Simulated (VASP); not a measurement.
Set up this calculation in VASP 6.6.1, as the native input.

```
Task                   : single point
Functional             : PBE
Potentials or basis    : VASP PAW PBE potentials, release 64 (Cd, P)
Cutoff                 : 520 eV
k mesh                 : 18 × 18 × 18
Occupations            : gaussian, width 0.1 eV
Spin                   : no spin polarisation
Dipole correction      : no
Further INCAR settings : ALGO = Normal; EDIFF = 1e-06; NBANDS = 16
```

The structure of CdP lies in POSCAR:

```
CdP
1.0
    0.0000000000      2.7318654020      2.7318654020
    2.7318654020      0.0000000000      2.7318654020
    2.7318654020      2.7318654020      0.0000000000
Cd P
1 1
Direct
    0.0000000000      0.0000000000      0.0000000000
    0.5000000000      0.5000000000      0.5000000000
```

One way to write it, as run:

INCAR

```
SYSTEM = CdP
PREC = Accurate ; ENCUT = 520
EDIFF = 1E-6 ; ISMEAR = 0
SIGMA = 0.1 ; LREAL = .False.
LASPH = .True. ; NELM = 80
ALGO = Normal ; ISIF = 2
LWAVE = .False. ; LCHARG = .False.
GGA = PE ; NBANDS = 16
```

KPOINTS

```
regular mesh
0
Gamma
  18 18 18
  0 0 0
```

Potentials or basis: VASP PAW PBE potentials, release 64 (Cd, P).

Launch:

```sh
$ cat potpaw_PBE.64/Cd/POTCAR potpaw_PBE.64/P/POTCAR > POTCAR
$ mpirun -np 1 vasp_std > vasp.out
```

It gave:

```json
{
  "Pressure": "0.4 GPa",
  "Band gap on the k mesh": "zero (an odd number of electrons rules out a gap without spin polarisation)"
}
```

Wall time 100 s on 1 thread of Intel(R) Xeon(R) 6975P-C (Granite Rapids), on a shared host, peak memory 0.26 GiB.
